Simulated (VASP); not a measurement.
# CaO (P6_3/mmc) in VASP: single point with PBEsol

Aim: the single point of CaO with PBEsol.

Program: VASP 6.6.1. These are calculated values, not measurements. Logs are shortened: lines on timing, memory, paths and dates and some standing lists are left out, and cuts for length are marked.

### 1 The cell of the first run

The structure is hexagonal, space group P6_3/mmc (No. 194). Conventional cell: a = 3.992 Å, b = 3.992 Å, c = 4.785 Å, α = 90.00°, β = 90.00°, γ = 120.00°. Ca (site symmetry -6m2) has 5 O at 2.30 to 2.39 Å within 3.0 Å. O (site symmetry -6m2) has 5 Ca at 2.30 to 2.39 Å within 3.0 Å.

### 2 Single point, PBEsol

Input file INCAR:

```
PREC     = Accurate       # precision mode
ENCUT    = 520            # plane-wave cutoff, eV
EDIFF    = 1E-6           # SCF threshold, eV
ISMEAR   = 0              # smearing method
SIGMA    = 0.05           # smearing width, eV
LREAL    = F              # projectors in reciprocal space
LASPH    = T              # aspherical terms in the spheres
NELM     = 80             # most SCF steps
ALGO     = Normal         # electronic algorithm
ISIF     = 2              # what is computed and relaxed
LWAVE    = F              # write WAVECAR
LCHARG   = F              # write CHGCAR
GGA      = PS             # functional
NBANDS   = 24             # bands
```

Input file KPOINTS:

```
Automatic mesh
0
Gamma
  9 9 6
```

Input file POSCAR:

```
CaO
1.0
    3.9919758245      0.0000000000      0.0000000000
   -1.9959879122      3.4571524753      0.0000000000
    0.0000000000      0.0000000000      4.7848400100
Ca O
2 2
Direct
    0.3333333333      0.6666666667      0.7500000000
    0.6666666667      0.3333333333      0.2500000000
    0.3333333333      0.6666666667      0.2500000000
    0.6666666667      0.3333333333      0.7500000000
```

Potentials or basis: VASP PAW PBE potentials, release 64 (Ca_sv, O).

Command:

```sh
$ cat potpaw_PBE.64/Ca_sv/POTCAR potpaw_PBE.64/O/POTCAR > POTCAR
$ mpirun -np 1 vasp_std > vasp.out
```

OUTCAR:

```text
PREC = Accurate
   ENCUT = 520
   EDIFF = 1E-6
   ISMEAR = 0
   LREAL = F
   LASPH = T
   NELM = 80
   ISIF = 2
   GGA = PS

 ion  position               nearest neighbor table
   1  0.333  0.667  0.750-   4 2.30   4 2.30   4 2.30   3 2.39   3 2.39
   2  0.667  0.333  0.250-   3 2.30   3 2.30   3 2.30   4 2.39   4 2.39
   3  0.333  0.667  0.250-   2 2.30   2 2.30   2 2.30   1 2.39   1 2.39
   4  0.667  0.333  0.750-   1 2.30   1 2.30   1 2.30   2 2.39   2 2.39

  LATTYP: Found a hexagonal cell.
 ALAT       =     3.9919758245
 C/A-ratio  =     1.1986144757

  Lattice vectors:

 A1 = (   3.9919758245,   0.0000000000,   0.0000000000)
 A2 = (  -1.9959879122,   3.4571524753,   0.0000000000)
 A3 = (   0.0000000000,   0.0000000000,   4.7848400100)

Analysis of symmetry for initial positions (statically):
=====================================================================
 Subroutine PRICEL returns:
 Original cell was already a primitive cell.

 Routine SETGRP: Setting up the symmetry group for a
 hexagonal supercell.

 Subroutine GETGRP returns: Found 24 space group operations
 (whereof 12 operations were pure point group operations)
 out of a pool of 24 trial point group operations.

The static configuration has the point symmetry D_3d.
 The point group associated with its full space group is D_6h.

Analysis of symmetry for dynamics (positions and initial velocities):
=====================================================================
 Subroutine PRICEL returns:
 Original cell was already a primitive cell.

 Routine SETGRP: Setting up the symmetry group for a
 hexagonal supercell.

 Subroutine GETGRP returns: Found 24 space group operations
 (whereof 12 operations were pure point group operations)
 out of a pool of 24 trial point group operations.

The dynamic configuration has the point symmetry D_3d.
 The point group associated with its full space group is D_6h.

 Subroutine INISYM returns: Found 24 space group operations
 (whereof 12 operations are pure point group operations),
 and found     1 'primitive' translations

----------------------------------------------------------------------------------------

                                     Primitive cell

  volume of cell :      66.0350

  direct lattice vectors                    reciprocal lattice vectors
     3.991975824  0.000000000  0.000000000     0.250502519  0.144627697  0.000000000
    -1.995987912  3.457152475  0.000000000     0.000000000  0.289255394  0.000000000
     0.000000000  0.000000000  4.784840010     0.000000000  0.000000000  0.208993404

  length of vectors
     3.991975824  3.991975824  4.784840010     0.289255394  0.289255394  0.208993404

  position of ions in fractional coordinates (direct lattice)
     0.333333333  0.666666667  0.750000000
     0.666666667  0.333333333  0.250000000
     0.333333333  0.666666667  0.250000000
     0.666666667  0.333333333  0.750000000

  ion indices of the primitive-cell ions
   primitive index   ion index
                 1           1
                 2           2
                 3           3
                 4           4

----------------------------------------------------------------------------------------

 KPOINTS: Automatic mesh

Automatic generation of k-mesh.
 Grid dimensions read from file:
 generate k-points for:    9    9    6

 Generating k-lattice:

  Cartesian coordinates                     Fractional coordinates (reciprocal lattice)
     0.027833613  0.016069744  0.000000000     0.111111111  0.000000000  0.000000000
     0.000000000  0.032139488  0.000000000     0.000000000  0.111111111  0.000000000
     0.000000000  0.000000000  0.034832234     0.000000000  0.000000000  0.166666667

  Length of vectors
     0.032139488  0.032139488  0.034832234

  Shift w.r.t. Gamma in fractional coordinates (k-lattice)
     0.000000000  0.000000000  0.000000000

 Subroutine IBZKPT returns following result:
 ===========================================

 Found     48 irreducible k-points:

 Following reciprocal coordinates:
            Coordinates               Weight
  0.000000  0.000000  0.000000      1.000000
  0.111111  0.000000  0.000000      6.000000
  0.222222  0.000000  0.000000      6.000000
  0.333333 -0.000000  0.000000      6.000000
  0.444444  0.000000  0.000000      6.000000
  0.111111  0.111111  0.000000      6.000000
[... 16 lines left out ...]
  0.333333  0.222222  0.166667     24.000000
  0.333333  0.333333  0.166667      4.000000
 [... further k-points ...]
   k-points           NKPTS =     48   k-points in BZ     NKDIM =     48   number of bands    NBANDS=     24
   number of dos      NEDOS =    301   number of ions     NIONS =      4
   total plane-waves  NPLWV =  32400
   dimension x,y,z NGX =    30 NGY =   30 NGZ =   36
   dimension x,y,z NGXF=    60 NGYF=   60 NGZF=   72
   ions per type =               2   2
   NGX,Y,Z   is equivalent  to a cutoff of  12.49, 12.49, 12.51 a.u.
   NGXF,Y,Z  is equivalent  to a cutoff of  24.99, 24.99, 25.02 a.u.
 SYSTEM =  unknown system
   PREC   = accura    normal or accurate (medium, high low for compatibility)
   ISTART =      0    job   : 0-new  1-cont  2-samecut
   ICHARG =      2    charge: 1-file 2-atom 10-const
   ISPIN  =      1    spin polarized calculation?
   LNONCOLLINEAR =      F non collinear calculations
   LSORBIT =      F    spin-orbit coupling
   LASPH  =      T    aspherical Exc in radial PAW
   ENCUT  =  520.0 eV  38.22 Ry    6.18 a.u.   7.42  7.42  8.90*2*pi/ulx,y,z
   NELM   =     80;   NELMIN=  2; NELMDL= -5     # of ELM steps
   EDIFF  = 0.1E-05   stopping-criterion for ELM
   LREAL  =      F    real-space projection
   EDIFFG = 0.1E-04   stopping-criterion for IOM
   NSW    =      0    number of steps for IOM
   IBRION =     -1    ionic relax: 0-MD 1-quasi-New 2-CG
   NFREE  =      0    steps in history (QN), initial steepest desc. (CG)
   ISIF   =      2    stress and relaxation
   ISYM   =      2    0-nonsym 1-usesym 2-fastsym
   POTIM  = 0.5000    time-step for ionic-motion
   TEBEG  =    0.0;   TEEND  =   0.0 temperature during run
   PSTRESS=    0.0 pullay stress
   NELECT =      32.0000    total number of electrons
   NUPDOWN=      -1.0000    fix difference up-down
   EMIN   =  10.00;   EMAX   =-10.00  energy-range for DOS
   EFERMI =   0.00;   METHOD = LEGACY
   ISMEAR =     0;   SIGMA  =   0.05  broadening in eV -4-tet -1-fermi 0-gaus
   EFERMI_NEDOS =   21; number of points for ismear=-14 and -15
   IALGO  =     38    algorithm
   IMIX   =      4    mixing-type and parameters
     AMIX     =   0.40;   BMIX     =  1.00
     AMIX_MAG =   1.60;   BMIX_MAG =  1.00
  volume/ion in A,a.u.               =      16.51       111.41
  Fermi-wavevector in a.u.,A,eV,Ry     =   1.285879  2.429960 22.497037  1.653486
  Thomas-Fermi vector in A             =   2.417987
   LORBIT       =      0    0 simple, 1 ext, 2 COOP (PROOUT), +10 PAW based schemes
   GGA     = PS    functional components
   LHFCALC =     F    Hartree Fock is set to
   AEXX    =    0.0000 exact exchange contribution
   IVDW    =     0    specifies the selected vdW correction
   LEPSILON=     F    determine dielectric tensor
   LRPA    =     F    only Hartree local field effects (RPA)
 non-spin polarized calculation
 Gauss-broadening in eV      SIGMA  =   0.05
  energy-cutoff  :      520.00
  volume of cell :       66.03
 maximum number of plane-waves:      1811
 NGX is ok and might be reduce to    30
   NGX = 15   NGY = 15   NGZ = 17

 number of electron      31.9999992 magnetization

 Free energy of the ion-electron system (eV)
  ---------------------------------------------------
  ext. energy  EPLUGINS =         0.00000000
  ---------------------------------------------------
  free energy    TOTEN  =       -26.45546991 eV

  energy without entropy =      -26.45546991  energy(sigma->0) =      -26.45546991

 E-fermi :   1.3991     XC(G=0):  -9.6425

 val. band max:        1.1943671405   @ k =   0.0000   0.0000   0.0000
 cond. band min:       4.2262166051   @ k =   0.0000   0.0000   0.0000
 fundamental gap:      3.0318494647
 Fermi energy:         1.3990505005

 k-point     1 :       0.0000    0.0000    0.0000
  band No.  band energies     occupation
      1     -36.2237      2.00000
      2     -36.0883      2.00000
      3     -17.6586      2.00000
      4     -17.4075      2.00000
      5     -17.4075      2.00000
      6     -17.2049      2.00000
[... 16 lines left out ...]
     23       9.6893      0.00000
     24       9.7454      0.00000

 k-point     2 :       0.1111    0.0000    0.0000
  band No.  band energies     occupation
      1     -36.2185      2.00000
      2     -36.0904      2.00000
      3     -17.6414      2.00000
      4     -17.4624      2.00000
      5     -17.4185      2.00000
      6     -17.2726      2.00000
[... 16 lines left out ...]
     23       9.3820      0.00000
     24       9.6590      0.00000

 k-point     3 :       0.2222    0.0000    0.0000
  band No.  band energies     occupation
      1     -36.2044      2.00000
      2     -36.0967      2.00000
      3     -17.5940      2.00000
      4     -17.5932      2.00000
      5     -17.4450      2.00000
      6     -17.4287      2.00000
[... 16 lines left out ...]
     23       9.4258      0.00000
     24       9.4881      0.00000
[... 514 lines left out ...]
 k-point    23 :       0.3333    0.2222    0.1667
  band No.  band energies     occupation
      1     -36.1548      2.00000
      2     -36.1281      2.00000
      3     -17.9038      2.00000
      4     -17.8412      2.00000
      5     -17.5312      2.00000
      6     -17.3128      2.00000
[... 16 lines left out ...]
     23       9.5227      0.00000
     24      10.0345      0.00000

 k-point    24 :       0.3333    0.3333    0.1667
  band No.  band energies     occupation
      1     -36.1407      2.00000
      2     -36.1407      2.00000
      3     -17.8841      2.00000
      4     -17.8841      2.00000
      5     -17.5547      2.00000
      6     -17.2569      2.00000
[... 16 lines left out ...]
     23       9.6609      0.00000
     24      10.0231      0.00000

 [... further k-points ...]

------------------------ aborting loop because EDIFF is reached ----------------------------------------

  FORCE on cell =-STRESS in cart. coord.  units (eV):
  Direction    XX          YY          ZZ          XY          YZ          ZX
  --------------------------------------------------------------------------------------
  -------------------------------------------------------------------------------------
  Total       -0.7453843     -0.7453843     -0.8312726     -0.0000000      0.0000000      0.0000000
  in kB      -18.0849351    -18.0849351    -20.1688059     -0.0000000      0.0000000      0.0000000
  external PRESSURE =     -18.7795587 kB  Pullay stress =       0.0000000 kB

 VOLUME and BASIS-vectors are now :
 -----------------------------------------------------------------------------
  energy-cutoff  :      520.00
  volume of cell :       66.03
      direct lattice vectors                 reciprocal lattice vectors
     3.991975824  0.000000000  0.000000000     0.250502519  0.144627697  0.000000000
    -1.995987912  3.457152475  0.000000000     0.000000000  0.289255394  0.000000000
     0.000000000  0.000000000  4.784840010     0.000000000  0.000000000  0.208993404

 POSITION                                       TOTAL-FORCE (eV/Angst)
 -----------------------------------------------------------------------------------
     -0.00000      2.30477      3.58863         0.000000      0.000000     -0.000000
      1.99599      1.15238      1.19621        -0.000000      0.000000      0.000000
     -0.00000      2.30477      1.19621        -0.000000     -0.000000      0.000000
      1.99599      1.15238      3.58863        -0.000000     -0.000000      0.000000
 -----------------------------------------------------------------------------------
    total drift:                               -0.000000      0.000000     -0.000000

  FREE ENERGIE OF THE ION-ELECTRON SYSTEM (eV)
  ---------------------------------------------------
  free  energy   TOTEN  =       -26.4554699117 eV

  energy  without entropy=      -26.4554699117  energy(sigma->0) =      -26.45546991
```

Run time: 78 s. Hardware: 1 thread of Intel Xeon 8259CL, shared host; peak memory 0.22 GiB.

What came out:

```
Free energy            : -26.4555 eV
Pressure               : -1.9 GPa
Band gap on the k mesh : 3.03 eV
```

Stress tensor (GPa, compression positive):
```
-1.81  0.00  0.00
 0.00 -1.81  0.00
 0.00  0.00 -2.02
```

Caveat: the PAW data sets were made with another functional, which shifts forces and pressure a little; an odd mesh through Γ misses points on the zone boundary, where band edges can lie.
